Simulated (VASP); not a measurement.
# V2O5 (Pnma) in VASP: electric field gradients with r2SCAN

Aim: the electric field gradients of V2O5 with r2SCAN.

Program: VASP 6.6.1. These are calculated values, not measurements. Logs are shortened: lines on timing, memory, paths and dates and some standing lists are left out, and cuts for length are marked.

### Step 1. The cell of the first run

It takes space group Pnma (No. 62, orthorhombic). The conventional cell has a = 7.796 Å, b = 6.491 Å, c = 7.524 Å, α = 90.00°, β = 90.00°, γ = 90.00°. V (site symmetry m) has 5 O at 1.60 to 1.93 Å within 2.1 Å. V (site symmetry m) has 4 O at 1.70 to 1.72 Å within 2.3 Å. Within 2.3 Å of O (site symmetry m) lie 2 V at 1.70 to 1.93 Å. O (site symmetry m) has 1 V at 1.60 Å within 2.1 Å. Within 2.3 Å of O (site symmetry 1) lie 2 V at 1.72 to 1.87 Å. Within 2.3 Å of O (site symmetry m) lie 2 V at 1.72 to 1.86 Å.

### Step 2. Electric field gradients, r2SCAN

Contents of POSCAR:

```
V2O5
1.0
    7.7955671200      0.0000000000      0.0000000000
    0.0000000000      6.4912117300      0.0000000000
    0.0000000000      0.0000000000      7.5237400000
V O
8 20
Direct
    0.1690684100      0.2500000000      0.7404282200
    0.3309315900      0.7500000000      0.2404282200
    0.6690684100      0.2500000000      0.7595717800
    0.8309315900      0.7500000000      0.2595717800
    0.1190660600      0.7500000000      0.6226897600
    0.3809339400      0.2500000000      0.1226897600
    0.6190660600      0.7500000000      0.8773102400
    0.8809339400      0.2500000000      0.3773102400
    0.0554784800      0.2500000000      0.5119965100
    0.1358971800      0.7500000000      0.1729080500
    0.1204790600      0.5316015500      0.7519291900
    0.1204790600      0.9683984500      0.7519291900
    0.2050556400      0.2500000000      0.9844660000
    0.2949443600      0.7500000000      0.4844660000
    0.3795209400      0.0316015500      0.2519291900
    0.3795209400      0.4683984500      0.2519291900
    0.3641028200      0.2500000000      0.6729080500
    0.4445215200      0.7500000000      0.0119965100
    0.5554784800      0.2500000000      0.9880034900
    0.6358971800      0.7500000000      0.3270919500
    0.6204790600      0.5316015500      0.7480708100
    0.6204790600      0.9683984500      0.7480708100
    0.7050556400      0.2500000000      0.5155340000
    0.7949443600      0.7500000000      0.0155340000
    0.8795209400      0.0316015500      0.2480708100
    0.8795209400      0.4683984500      0.2480708100
    0.8641028200      0.2500000000      0.8270919500
    0.9445215200      0.7500000000      0.4880034900
```

Contents of INCAR.step1:

```
PREC = Accurate
ENCUT = 520
ISMEAR = -1
SIGMA = 0.02
LREAL = Auto
LASPH = True
NELM = 60
NBANDS = 132
GGA = PE
ALGO = Normal
EDIFF = 1E-4
LWAVE = True
LCHARG = False
LUSENCCL = False
```

Contents of INCAR.step2:

```
PREC = Accurate
ENCUT = 520
EDIFF = 1E-8
ISMEAR = -1
SIGMA = 0.02
LREAL = Auto
LASPH = True
NELM = 60
ALGO = Normal
ISIF = 2
LWAVE = False
LCHARG = False
METAGGA = R2SCAN
LMIXTAU = True
LEFG = True
NBANDS = 132
ISTART = 1
LUSENCCL = False
```

Contents of KPOINTS:

```
Automatic mesh
0
Gamma
  3 4 3
```

Potentials or basis: VASP PAW PBE potentials, release 64 (V_sv, O).

On the command line:

```console
$ cat potpaw_PBE.64/V_sv/POTCAR potpaw_PBE.64/O/POTCAR > POTCAR
$ cp INCAR.step1 INCAR
$ mpirun -np 1 vasp_std > vasp.out
$ cp INCAR.step2 INCAR
$ mpirun -np 1 vasp_std > vasp.out
```

OUTCAR:

```text
PREC = Accurate
   ENCUT = 520
   EDIFF = 1E-8
   ISMEAR = -1
   LREAL = Auto
   LASPH = True
   NELM = 60
   ISIF = 2
   METAGGA = R2SCAN
   ISTART = 1

 ion  position               nearest neighbor table
   1  0.169  0.250  0.740-  17 1.60  13 1.86  11 1.87  12 1.87   9 1.93
   2  0.331  0.750  0.240-  10 1.60  14 1.86  15 1.87  16 1.87  18 1.93
   3  0.669  0.250  0.760-  27 1.60  23 1.86  21 1.87  22 1.87  19 1.93
   4  0.831  0.750  0.260-  20 1.60  24 1.86  25 1.87  26 1.87  28 1.93
   5  0.119  0.750  0.623-  28 1.70  12 1.72  11 1.72  14 1.72
   6  0.381  0.250  0.123-  19 1.70  16 1.72  15 1.72  13 1.72
   7  0.619  0.750  0.877-  18 1.70  21 1.72  22 1.72  24 1.72
   8  0.881  0.250  0.377-   9 1.70  25 1.72  26 1.72  23 1.72
   9  0.055  0.250  0.512-   8 1.70   1 1.93
  10  0.136  0.750  0.173-   2 1.60
  11  0.120  0.532  0.752-   5 1.72   1 1.87
  12  0.120  0.968  0.752-   5 1.72   1 1.87
  13  0.205  0.250  0.984-   6 1.72   1 1.86
  14  0.295  0.750  0.484-   5 1.72   2 1.86
  15  0.380  0.032  0.252-   6 1.72   2 1.87
  16  0.380  0.468  0.252-   6 1.72   2 1.87
  17  0.364  0.250  0.673-   1 1.60
  18  0.445  0.750  0.012-   7 1.70   2 1.93
  19  0.555  0.250  0.988-   6 1.70   3 1.93
  20  0.636  0.750  0.327-   4 1.60
  21  0.620  0.532  0.748-   7 1.72   3 1.87
  22  0.620  0.968  0.748-   7 1.72   3 1.87
  23  0.705  0.250  0.516-   8 1.72   3 1.86
  24  0.795  0.750  0.016-   7 1.72   4 1.86
  25  0.880  0.032  0.248-   8 1.72   4 1.87
  26  0.880  0.468  0.248-   8 1.72   4 1.87
  27  0.864  0.250  0.827-   3 1.60
  28  0.945  0.750  0.488-   5 1.70   4 1.93

  LATTYP: Found a simple orthorhombic cell.
 ALAT       =     6.4912117300
 B/A-ratio  =     1.1590655663
 C/A-ratio  =     1.2009417416

  Lattice vectors:

 A1 = (   0.0000000000,   6.4912117300,   0.0000000000)
 A2 = (   0.0000000000,   0.0000000000,   7.5237400000)
 A3 = (   7.7955671200,   0.0000000000,   0.0000000000)

Analysis of symmetry for initial positions (statically):
=====================================================================
 Subroutine PRICEL returns:
 Original cell was already a primitive cell.

 Routine SETGRP: Setting up the symmetry group for a
 simple orthorhombic supercell.

 Subroutine GETGRP returns: Found  8 space group operations
 (whereof  2 operations were pure point group operations)
 out of a pool of  8 trial point group operations.

The static configuration has the point symmetry S_2 .
 The point group associated with its full space group is D_2h.

Analysis of symmetry for dynamics (positions and initial velocities):
=====================================================================
 Subroutine PRICEL returns:
 Original cell was already a primitive cell.

 Routine SETGRP: Setting up the symmetry group for a
 simple orthorhombic supercell.

 Subroutine GETGRP returns: Found  8 space group operations
 (whereof  2 operations were pure point group operations)
 out of a pool of  8 trial point group operations.

The dynamic configuration has the point symmetry S_2 .
 The point group associated with its full space group is D_2h.

 Subroutine INISYM returns: Found  8 space group operations
 (whereof  2 operations are pure point group operations),
 and found     1 'primitive' translations

----------------------------------------------------------------------------------------

                                     Primitive cell

  volume of cell :     380.7214

  direct lattice vectors                    reciprocal lattice vectors
     7.795567120  0.000000000  0.000000000     0.128278031  0.000000000  0.000000000
     0.000000000  6.491211730  0.000000000     0.000000000  0.154054442  0.000000000
     0.000000000  0.000000000  7.523740000     0.000000000  0.000000000  0.132912621

  length of vectors
     7.795567120  6.491211730  7.523740000     0.128278031  0.154054442  0.132912621

  position of ions in fractional coordinates (direct lattice)
[... 123 lines left out ...]
   NFREE  =      0    steps in history (QN), initial steepest desc. (CG)
   ISIF   =      2    stress and relaxation
   ISYM   =      2    0-nonsym 1-usesym 2-fastsym
   POTIM  = 0.5000    time-step for ionic-motion
   TEBEG  =    0.0;   TEEND  =   0.0 temperature during run
   PSTRESS=    0.0 pullay stress
   NELECT =     224.0000    total number of electrons
   NUPDOWN=      -1.0000    fix difference up-down
   EMIN   =  10.00;   EMAX   =-10.00  energy-range for DOS
   EFERMI =   0.00;   METHOD = LEGACY
   ISMEAR =    -1;   SIGMA  =   0.02  broadening in eV -4-tet -1-fermi 0-gaus
   EFERMI_NEDOS =   21; number of points for ismear=-14 and -15
   IALGO  =     38    algorithm
   IMIX   =      4    mixing-type and parameters
     AMIX     =   0.40;   BMIX     =  1.00
     AMIX_MAG =   1.60;   BMIX_MAG =  1.00
  volume/ion in A,a.u.               =      13.60        91.76
  Fermi-wavevector in a.u.,A,eV,Ry     =   1.371792  2.592312 25.603642  1.881815
  Thomas-Fermi vector in A             =   2.497457
   LORBIT       =      0    0 simple, 1 ext, 2 COOP (PROOUT), +10 PAW based schemes
   METAGGA = R2SCAN    functional components
   LHFCALC =     F    Hartree Fock is set to
   AEXX    =    0.0000 exact exchange contribution
   IVDW    =     0    specifies the selected vdW correction
   LEPSILON=     F    determine dielectric tensor
   LRPA    =     F    only Hartree local field effects (RPA)
 non-spin polarized calculation
  energy-cutoff  :      520.00
  volume of cell :      380.72
 maximum number of plane-waves:     10287
 NGX is ok and might be reduce to    60
   NGX = 29   NGY = 25   NGZ = 27

 number of electron     223.9999839 magnetization

 Free energy of the ion-electron system (eV)
  ---------------------------------------------------
  ext. energy  EPLUGINS =         0.00000000
  ---------------------------------------------------
  free energy    TOTEN  =      -301.20497354 eV

  energy without entropy =     -301.20497354  energy(sigma->0) =     -301.20497354

 E-fermi :   0.7830     XC(G=0): -10.0645

 val. band max:        0.1548085973   @ k =   0.0000   0.0000   0.3333
 cond. band min:       2.1386929758   @ k =   0.0000   0.5000   0.0000
 fundamental gap:      1.9838843785
 Fermi energy:         0.7829991322

 k-point     1 :       0.0000    0.0000    0.0000
  band No.  band energies     occupation
      1     -66.8902      2.00000
      2     -66.8902      2.00000
      3     -66.8897      2.00000
      4     -66.8897      2.00000
      5     -66.3998      2.00000
      6     -66.3998      2.00000
[... 1513 lines left out ...]
    123       3.7644      0.00000
    124       3.7644      0.00000
 [bands above 124 left out]

------------------------ aborting loop because EDIFF is reached ----------------------------------------

  FORCE on cell =-STRESS in cart. coord.  units (eV):
  Direction    XX          YY          ZZ          XY          YZ          ZX
  --------------------------------------------------------------------------------------
  -------------------------------------------------------------------------------------
  Total       -3.4621848     -1.7719449     -2.4419529      0.0000000     -0.0000000      0.0000000
  in kB      -14.5697991     -7.4568178    -10.2763905      0.0000000     -0.0000000      0.0000000
  external PRESSURE =     -10.7676691 kB  Pullay stress =       0.0000000 kB

 VOLUME and BASIS-vectors are now :
 -----------------------------------------------------------------------------
  energy-cutoff  :      520.00
  volume of cell :      380.72
      direct lattice vectors                 reciprocal lattice vectors
     7.795567120  0.000000000  0.000000000     0.128278031  0.000000000  0.000000000
     0.000000000  6.491211730  0.000000000     0.000000000  0.154054442  0.000000000
     0.000000000  0.000000000  7.523740000     0.000000000  0.000000000  0.132912621

 POSITION                                       TOTAL-FORCE (eV/Angst)
 -----------------------------------------------------------------------------------
      1.31798      1.62280      5.57079         0.256548     -0.000000     -0.085847
      2.57980      4.86841      1.80892        -0.256548      0.000000     -0.085847
      5.21577      1.62280      5.71482         0.256548      0.000000      0.085847
      6.47758      4.86841      1.95295        -0.256548      0.000000      0.085847
      0.92819      4.86841      4.68496        -0.007196      0.000000     -0.021278
      2.96960      1.62280      0.92309         0.007196      0.000000     -0.021278
[... 20 lines left out ...]
      6.73617      1.62280      6.22282        -0.294317      0.000000     -0.116692
      7.36308      4.86841      3.67161         0.114530      0.000000      0.059683
 -----------------------------------------------------------------------------------
    total drift:                                0.000000      0.000000      0.000000

  FREE ENERGIE OF THE ION-ELECTRON SYSTEM (eV)
  ---------------------------------------------------
  free  energy   TOTEN  =      -301.2049735369 eV

  energy  without entropy=     -301.2049735369  energy(sigma->0) =     -301.20497354

 Electric field gradients (V/A^2)
---------------------------------------------------------------------
 ion       V_xx      V_yy      V_zz      V_xy      V_xz      V_yz
---------------------------------------------------------------------
   1       4.768   -16.511    11.743    -0.000    -3.854     0.000
   2       4.768   -16.511    11.743     0.000     3.854     0.000
   3       4.768   -16.511    11.743     0.000     3.854     0.000
   4       4.768   -16.511    11.743    -0.000    -3.854     0.000
   5      17.869   -17.575    -0.293     0.000    -7.947    -0.000
   6      17.869   -17.575    -0.293    -0.000     7.947     0.000
[... 20 lines left out ...]
  27      -3.778    -1.253     5.030     0.000    -7.446     0.000
  28      -2.754   -22.793    25.547     0.000    24.511    -0.000
---------------------------------------------------------------------

 Electric field gradients after diagonalization (V/A^2)
 (convention: |V_zz| > |V_xx| > |V_yy|)
----------------------------------------------------------------------
 ion       V_xx      V_yy      V_zz     asymmetry (V_yy - V_xx)/ V_zz
----------------------------------------------------------------------
   1      13.453     3.057   -16.511       0.630
   2      13.453     3.057   -16.511       0.630
   3      13.453     3.057   -16.511       0.630
   4      13.453     3.057   -16.511       0.630
   5     -17.575    -3.280    20.855       0.685
   6     -17.575    -3.280    20.855       0.685
[... 20 lines left out ...]
  27      -8.025    -1.253     9.278       0.730
  28     -22.793   -16.906    39.699       0.148
----------------------------------------------------------------------

           NMR quadrupolar parameters

 Cq : quadrupolar parameter    Cq=e*Q*V_zz/h
 eta: asymmetry parameters     (V_yy - V_xx)/ V_zz
 Q  : nuclear electric quadrupole moment in mb (millibarn)
----------------------------------------------------------------------
 ion       Cq(MHz)       eta       Q (mb)
----------------------------------------------------------------------
   1      -0.040       0.630       1.000
   2      -0.040       0.630       1.000
   3      -0.040       0.630       1.000
   4      -0.040       0.630       1.000
   5       0.050       0.685       1.000
   6       0.050       0.685       1.000
[... 20 lines left out ...]
  27       0.022       0.730       1.000
  28       0.096       0.148       1.000
----------------------------------------------------------------------
```

Run time: 7.4 min. Hardware: 1 × NVIDIA H100 80GB with 1 thread of AMD EPYC 7R13 (Zen 3), shared host; peak memory 1.6 GiB.

What came out:

| Item | Value |
| --- | --- |
| Free energy | -301.2050 eV |
| Pressure | -1.1 GPa |
| Largest force | 0.317 eV/Å |
| Band gap on the k mesh | 1.98 eV (least direct gap 2.23 eV) |
| Largest electric field gradient by atom | V -16.5, +20.9 (each value once); O +39.7, +9.3, +38.7, +31.3 (each value once) V/Å² |

Forces in eV/Å, atoms in the order of the input:
```
V    0.257  0.000 -0.086
V   -0.257  0.000 -0.086
V    0.257  0.000  0.086
V   -0.257  0.000  0.086
V   -0.007  0.000 -0.021
V    0.007  0.000 -0.021
V   -0.007  0.000  0.021
V    0.007  0.000  0.021
O   -0.115  0.000 -0.060
O    0.294  0.000  0.117
O    0.016  0.068 -0.087
O    0.016 -0.068 -0.087
O    0.123  0.000  0.021
O   -0.123  0.000  0.021
O   -0.016  0.068 -0.087
O   -0.016 -0.068 -0.087
O   -0.294  0.000  0.117
O    0.115  0.000 -0.060
O   -0.115  0.000  0.060
O    0.294  0.000 -0.117
O    0.016  0.068  0.087
O    0.016 -0.068  0.087
O    0.123  0.000 -0.021
O   -0.123  0.000 -0.021
O   -0.016  0.068  0.087
O   -0.016 -0.068  0.087
O   -0.294  0.000 -0.117
O    0.115  0.000  0.060
```

Stress tensor (GPa, compression positive):
```
-1.46  0.00  0.00
 0.00 -0.75  0.00
 0.00  0.00 -1.03
```

Electric field gradients, principal values (V/Å²):
```csv
atom,least,middle,greatest (by size)
1 V,3.057,13.453,-16.511
2 V,3.057,13.453,-16.511
3 V,3.057,13.453,-16.511
4 V,3.057,13.453,-16.511
5 V,-3.280,-17.575,20.855
6 V,-3.280,-17.575,20.855
7 V,-3.280,-17.575,20.855
8 V,-3.280,-17.575,20.855
9 O,-16.906,-22.793,39.699
10 O,-1.253,-8.025,9.278
11 O,-10.112,-28.577,38.689
12 O,-10.112,-28.577,38.689
13 O,-12.203,-19.071,31.274
14 O,-12.203,-19.071,31.274
15 O,-10.112,-28.577,38.689
16 O,-10.112,-28.577,38.689
17 O,-1.253,-8.025,9.278
18 O,-16.906,-22.793,39.699
19 O,-16.906,-22.793,39.699
20 O,-1.253,-8.025,9.278
21 O,-10.112,-28.577,38.689
22 O,-10.112,-28.577,38.689
23 O,-12.203,-19.071,31.274
24 O,-12.203,-19.071,31.274
25 O,-10.112,-28.577,38.689
26 O,-10.112,-28.577,38.689
27 O,-1.253,-8.025,9.278
28 O,-16.906,-22.793,39.699
```

Caveat: without QUAD_EFG the Cq values of the log hold for a quadrupole moment of 1 mb, not for the nuclei; the PAW data sets were made with another functional, which shifts forces and pressure a little. A k mesh can miss the band edges.
